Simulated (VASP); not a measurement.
# Ni (Fm-3m) in VASP: single point with LDA

Aim: the single point of Ni with LDA.

All numbers are computed with VASP 6.6.1; they aren't measurements. Logs are shortened: lines on timing, memory, paths and dates and some standing lists are left out, and cuts for length are marked.

## 1. The cell of the first run

It takes space group Fm-3m (No. 225, cubic). The conventional cell has a = 3.524 Å, b = 3.524 Å, c = 3.524 Å, α = 90.00°, β = 90.00°, γ = 90.00°. Ni (site symmetry m-3m) has 12 Ni at 2.49 Å within 3.3 Å.

## 2. Single point, LDA, collinear spin, ferromagnetic start

INCAR reads:

```
ALGO = Normal ; EDIFF = 1E-6
ENCUT = 520 ; GGA = CA
ISIF = 2 ; ISMEAR = -1
ISPIN = 2 ; LASPH = True
LCHARG = False ; LMAXMIX = 4
LORBIT = 11 ; LREAL = False
LWAVE = False ; MAGMOM = 0.6 0.6 0.6 0.6
NBANDS = 32 ; NELM = 150
PREC = Accurate ; SIGMA = 0.1
```

KPOINTS reads:

```
k-points
0
Gamma
  12 9 6
```

POSCAR reads:

```
Ni
1.0
    0.0000000000      1.7619350000      1.7619350000
   -3.5238700000      0.0000000000      0.0000000000
    0.0000000000     -3.5238700000      3.5238700000
Ni
4
Direct
    0.0000000000      0.0000000000      0.0000000000
    0.0000000000      0.0000000000      0.5000000000
    0.5000000000      0.5000000000      0.2500000000
    0.5000000000      0.5000000000      0.7500000000
```

Potentials or basis: VASP PAW LDA potentials, release 64 (Ni).

Started as:

```
$ cat potpaw_LDA.64/Ni/POTCAR > POTCAR
$ mpirun -np 1 vasp_std > vasp.out
```

OUTCAR:

```text
EDIFF = 1E-6
   ENCUT = 520
   GGA = CA
   ISIF = 2
   ISMEAR = -1
   ISPIN = 2
   LASPH = True
   LORBIT = 11
   LREAL = False
   NELM = 150
   PREC = Accurate

 ion  position               nearest neighbor table
   1  0.000  0.000  0.000-   2 2.49   3 2.49   4 2.49   2 2.49   3 2.49   4 2.49   3 2.49   4 2.49
                             3 2.49   4 2.49
   2  0.000  0.000  0.500-   1 2.49   3 2.49   4 2.49   1 2.49   3 2.49   4 2.49   3 2.49   4 2.49
                             3 2.49   4 2.49
   3  0.500  0.500  0.250-   1 2.49   2 2.49   4 2.49   4 2.49   1 2.49   2 2.49   1 2.49   2 2.49
                             1 2.49   2 2.49
   4  0.500  0.500  0.750-   1 2.49   2 2.49   3 2.49   3 2.49   1 2.49   2 2.49   1 2.49   2 2.49
                             1 2.49   2 2.49

  LATTYP: Found a simple orthorhombic cell.
 ALAT       =     2.4917523730
 B/A-ratio  =     1.4142135624
 C/A-ratio  =     2.0000000000

  Lattice vectors:

 A1 = (   0.0000000000,   1.7619350000,   1.7619350000)
 A2 = (  -3.5238700000,   0.0000000000,   0.0000000000)
 A3 = (   0.0000000000,  -3.5238700000,   3.5238700000)

Analysis of symmetry for initial positions (statically):
=====================================================================
 Subroutine PRICEL returns following result:

  LATTYP: Found a face centered cubic cell.
 ALAT       =     3.5238700000

  Lattice vectors:

 A1 = (  -1.7619350000,  -1.7619350000,   0.0000000000)
 A2 = (   0.0000000000,  -1.7619350000,   1.7619350000)
 A3 = (  -1.7619350000,   0.0000000000,   1.7619350000)

   4 primitive cells build up your supercell.

 Routine SETGRP: Setting up the symmetry group for a
 simple orthorhombic supercell.

 Subroutine GETGRP returns: Found  8 space group operations
 (whereof  8 operations were pure point group operations)
 out of a pool of  8 trial point group operations.

The static configuration has the point symmetry D_2h.

Analysis of symmetry for dynamics (positions and initial velocities):
=====================================================================
 Subroutine PRICEL returns following result:

  LATTYP: Found a face centered cubic cell.
 ALAT       =     3.5238700000

  Lattice vectors:

 A1 = (  -1.7619350000,  -1.7619350000,   0.0000000000)
 A2 = (   0.0000000000,  -1.7619350000,   1.7619350000)
 A3 = (  -1.7619350000,   0.0000000000,   1.7619350000)

   4 primitive cells build up your supercell.

 Routine SETGRP: Setting up the symmetry group for a
 simple orthorhombic supercell.

 Subroutine GETGRP returns: Found  8 space group operations
 (whereof  8 operations were pure point group operations)
 out of a pool of  8 trial point group operations.

The dynamic configuration has the point symmetry D_2h.

Analysis of structural, dynamic, and magnetic symmetry:
=====================================================================
 Subroutine PRICEL returns following result:

  LATTYP: Found a face centered cubic cell.
 ALAT       =     3.5238700000

  Lattice vectors:

 A1 = (  -1.7619350000,  -1.7619350000,   0.0000000000)
 A2 = (   0.0000000000,  -1.7619350000,   1.7619350000)
 A3 = (  -1.7619350000,   0.0000000000,   1.7619350000)

   4 primitive cells build up your supercell.

 Routine SETGRP: Setting up the symmetry group for a
 simple orthorhombic supercell.

 Subroutine GETGRP returns: Found  8 space group operations
 (whereof  8 operations were pure point group operations)
 out of a pool of  8 trial point group operations.

The overall configuration has the point symmetry D_2h.

 Subroutine INISYM returns: Found  8 space group operations
 (whereof  8 operations are pure point group operations),
 and found     4 'primitive' translations

----------------------------------------------------------------------------------------

                                     Primitive cell

  volume of cell :      10.9396

  direct lattice vectors                    reciprocal lattice vectors
    -1.761935000 -1.761935000  0.000000000    -0.283778914 -0.283778914 -0.283778914
     0.000000000 -1.761935000  1.761935000     0.283778914 -0.283778914  0.283778914
    -1.761935000  0.000000000  1.761935000    -0.283778914  0.283778914  0.283778914

  length of vectors
     2.491752373  2.491752373  2.491752373     0.491519496  0.491519496  0.491519496

  position of ions in fractional coordinates (direct lattice)
     0.000000000  0.000000000  0.000000000

  ion indices of the primitive-cell ions
   primitive index   ion index
                 1           1

----------------------------------------------------------------------------------------

 KPOINTS: k-points

Automatic generation of k-mesh.
 Grid dimensions read from file:
 generate k-points for:   12    9    6

 Generating k-lattice:

  Cartesian coordinates                     Fractional coordinates (reciprocal lattice)
     0.000000000  0.023648243  0.023648243     0.083333333  0.000000000  0.000000000
    -0.031530990  0.000000000  0.000000000     0.000000000  0.111111111  0.000000000
     0.000000000 -0.023648243  0.023648243     0.000000000  0.000000000  0.166666667

  Length of vectors
     0.033443666  0.031530990  0.033443666

  Shift w.r.t. Gamma in fractional coordinates (k-lattice)
     0.000000000  0.000000000  0.000000000

 Subroutine IBZKPT returns following result:
 ===========================================

 Found    140 irreducible k-points:

 Following reciprocal coordinates:
            Coordinates               Weight
  0.000000  0.000000  0.000000      1.000000
  0.083333  0.000000  0.000000      2.000000
  0.166667  0.000000  0.000000      2.000000
  0.250000  0.000000  0.000000      2.000000
  0.333333  0.000000  0.000000      2.000000
  0.416667  0.000000  0.000000      2.000000
[... 16 lines left out ...]
  0.083333  0.333333  0.000000      4.000000
  0.166667  0.333333  0.000000      4.000000
 [... further k-points ...]
   k-points           NKPTS =    140   k-points in BZ     NKDIM =    140   number of bands    NBANDS=     32
   number of dos      NEDOS =    301   number of ions     NIONS =      4
   total plane-waves  NPLWV =  22400
   dimension x,y,z NGX =    20 NGY =   28 NGZ =   40
   dimension x,y,z NGXF=    40 NGYF=   56 NGZF=   80
   ions per type =               4
   NGX,Y,Z   is equivalent  to a cutoff of  13.34, 13.21, 13.34 a.u.
   NGXF,Y,Z  is equivalent  to a cutoff of  26.69, 26.42, 26.69 a.u.
 SYSTEM =  unknown system
   PREC   = accura    normal or accurate (medium, high low for compatibility)
   ISTART =      0    job   : 0-new  1-cont  2-samecut
   ICHARG =      2    charge: 1-file 2-atom 10-const
   ISPIN  =      2    spin polarized calculation?
   LNONCOLLINEAR =      F non collinear calculations
   LSORBIT =      F    spin-orbit coupling
   LASPH  =      T    aspherical Exc in radial PAW
   ENCUT  =  520.0 eV  38.22 Ry    6.18 a.u.   4.63  6.55  9.27*2*pi/ulx,y,z
   NELM   =    150;   NELMIN=  2; NELMDL= -5     # of ELM steps
   EDIFF  = 0.1E-05   stopping-criterion for ELM
   LREAL  =      F    real-space projection
   EDIFFG = 0.1E-04   stopping-criterion for IOM
   NSW    =      0    number of steps for IOM
   IBRION =     -1    ionic relax: 0-MD 1-quasi-New 2-CG
   NFREE  =      0    steps in history (QN), initial steepest desc. (CG)
   ISIF   =      2    stress and relaxation
   ISYM   =      2    0-nonsym 1-usesym 2-fastsym
   POTIM  = 0.5000    time-step for ionic-motion
   TEBEG  =    0.0;   TEEND  =   0.0 temperature during run
   PSTRESS=    0.0 pullay stress
   NELECT =      40.0000    total number of electrons
   NUPDOWN=      -1.0000    fix difference up-down
   EMIN   =  10.00;   EMAX   =-10.00  energy-range for DOS
   EFERMI =   0.00;   METHOD = LEGACY
   ISMEAR =    -1;   SIGMA  =   0.10  broadening in eV -4-tet -1-fermi 0-gaus
   EFERMI_NEDOS =   21; number of points for ismear=-14 and -15
   IALGO  =     38    algorithm
   IMIX   =      4    mixing-type and parameters
     AMIX     =   0.40;   BMIX     =  1.00
     AMIX_MAG =   1.60;   BMIX_MAG =  1.00
  volume/ion in A,a.u.               =      10.94        73.82
  Fermi-wavevector in a.u.,A,eV,Ry     =   1.588821  3.002436 34.345893  2.524352
  Thomas-Fermi vector in A             =   2.687765
   LORBIT       =     11    0 simple, 1 ext, 2 COOP (PROOUT), +10 PAW based schemes
   GGA     = CA    functional components
   LHFCALC =     F    Hartree Fock is set to
   AEXX    =    0.0000 exact exchange contribution
   IVDW    =     0    specifies the selected vdW correction
   LEPSILON=     F    determine dielectric tensor
   LRPA    =     F    only Hartree local field effects (RPA)
 spin polarized calculation
  energy-cutoff  :      520.00
  volume of cell :       43.76
 maximum number of plane-waves:      1196
 NGX is ok and might be reduce to    20
   NGX =  9   NGY = 13   NGZ = 19

 number of electron      39.9999978 magnetization       2.2795669

 Free energy of the ion-electron system (eV)
  ---------------------------------------------------
  ext. energy  EPLUGINS =         0.00000000
  ---------------------------------------------------
  free energy    TOTEN  =       -26.21377401 eV

  energy without entropy =      -25.97639278  energy(sigma->0) =      -26.09508340

 E-fermi :   8.9303     XC(G=0): -13.5796

 val. band max:        8.9267874099   @ k =   0.1667   0.4444   0.0000
 cond. band min:       8.9311904179   @ k =   0.0000   0.1111   0.1667
 fundamental gap:      0.0044030080
 Fermi energy:         8.9302655762

 spin component 1

 k-point     1 :       0.0000    0.0000    0.0000
  band No.  band energies     occupation
      1       0.0039      1.00000
      2       4.3835      1.00000
      3       4.7918      1.00000
      4       4.7918      1.00000
      5       4.8716      1.00000
      6       5.9956      1.00000
[... 24 lines left out ...]
     31      23.6696      0.00000
     32      28.7071      0.00000

 k-point     2 :       0.0833    0.0000    0.0000
  band No.  band energies     occupation
      1       0.1842      1.00000
      2       4.4765      1.00000
      3       4.8623      1.00000
      4       4.8623      1.00000
      5       4.9316      1.00000
      6       5.8865      1.00000
[... 24 lines left out ...]
     31      23.9438      0.00000
     32      28.8337      0.00000
[... 733 lines left out ...]
     31      29.0154      0.00000
     32      29.0154      0.00000

 k-point    24 :       0.1667    0.3333    0.0000
  band No.  band energies     occupation
      1       2.0226      1.00000
      2       4.5023      1.00000
      3       4.7046      1.00000
      4       4.7046      1.00000
      5       5.4810      1.00000
      6       6.1612      1.00000
[... 24 lines left out ...]
     31      26.6498      0.00000
     32      26.6953      0.00000

 [... further k-points ...]

 spin component 2

 k-point     1 :       0.0000    0.0000    0.0000
  band No.  band energies     occupation
      1       0.0418      1.00000
      2       4.7257      1.00000
      3       4.9886      1.00000
      4       4.9886      1.00000
      5       5.3527      1.00000
      6       6.4927      1.00000
[... 24 lines left out ...]
     31      23.7346      0.00000
     32      28.9189      0.00000

 k-point     2 :       0.0833    0.0000    0.0000
  band No.  band energies     occupation
      1       0.2223      1.00000
      2       4.8223      1.00000
      3       5.0614      1.00000
      4       5.0614      1.00000
      5       5.4117      1.00000
      6       6.3835      1.00000
[... 24 lines left out ...]
     31      24.0134      0.00000
     32      28.9480      0.00000
[... 733 lines left out ...]
     31      29.0859      0.00000
     32      29.0859      0.00000

 k-point    24 :       0.1667    0.3333    0.0000
  band No.  band energies     occupation
      1       2.0736      1.00000
      2       4.7246      1.00000
      3       5.0667      1.00000
      4       5.0667      1.00000
      5       5.9611      1.00000
      6       6.5649      1.00000
[... 24 lines left out ...]
     31      26.7640      0.00000
     32      26.7982      0.00000

 [... further k-points ...]

------------------------ aborting loop because EDIFF is reached ----------------------------------------

  FORCE on cell =-STRESS in cart. coord.  units (eV):
  Direction    XX          YY          ZZ          XY          YZ          ZX
  --------------------------------------------------------------------------------------
  -------------------------------------------------------------------------------------
  Total       -4.7568999     -4.7776819     -4.7776819      0.0000000     -0.0000086      0.0000000
  in kB     -174.1706460   -174.9315619   -174.9315619      0.0000000     -0.0003143      0.0000000
  external PRESSURE =    -174.6779232 kB  Pullay stress =       0.0000000 kB

 VOLUME and BASIS-vectors are now :
 -----------------------------------------------------------------------------
  energy-cutoff  :      520.00
  volume of cell :       43.76
      direct lattice vectors                 reciprocal lattice vectors
     0.000000000  1.761935000  1.761935000     0.000000000  0.283778914  0.283778914
    -3.523870000  0.000000000  0.000000000    -0.283778914  0.000000000  0.000000000
     0.000000000 -3.523870000  3.523870000     0.000000000 -0.141889457  0.141889457

 POSITION                                       TOTAL-FORCE (eV/Angst)
 -----------------------------------------------------------------------------------
      0.00000      0.00000      0.00000         0.000000      0.000000      0.000000
      0.00000     -1.76194      1.76194         0.000000     -0.000000      0.000000
     -1.76194      0.00000      1.76194         0.000000     -0.000000     -0.000000
     -1.76194     -1.76193      3.52387        -0.000000     -0.000000      0.000000
 -----------------------------------------------------------------------------------
    total drift:                               -0.000000      0.000000     -0.000000

  FREE ENERGIE OF THE ION-ELECTRON SYSTEM (eV)
  ---------------------------------------------------
  free  energy   TOTEN  =       -26.2137740148 eV

  energy  without entropy=      -25.9763927765  energy(sigma->0) =      -26.09508340

 total charge

# of ion       s       p       d       tot
------------------------------------------
    1        0.497   0.490   8.324   9.311
    2        0.497   0.490   8.324   9.311
    3        0.497   0.490   8.324   9.311
    4        0.497   0.490   8.324   9.311
--------------------------------------------------
tot          1.986   1.962  33.296  37.244

 magnetization (x)

# of ion       s       p       d       tot
------------------------------------------
    1       -0.005  -0.017   0.598   0.575
    2       -0.005  -0.017   0.598   0.575
    3       -0.005  -0.017   0.598   0.575
    4       -0.005  -0.017   0.598   0.575
--------------------------------------------------
tot         -0.020  -0.070   2.390   2.301
```

Run time: 5 min. Hardware: 1 thread of Intel Xeon Platinum 8259CL at 2.50GHz (Skylake/Cascade Lake), shared host; peak memory 0.34 GiB.

Results:

```yaml
Free_energy: -26.2138 eV
Pressure: -17.5 GPa
Net_moment: 2.28 μB per cell
Site_moments: Ni +0.57 μB
Valence_electrons_inside_the_program's_atomic_spheres: Ni 9.31
```

Stress tensor (GPa, compression positive):
```
-17.42   0.00   0.00
  0.00 -17.49   0.00
  0.00   0.00 -17.49
```

Caveat: the cell stands under tension.
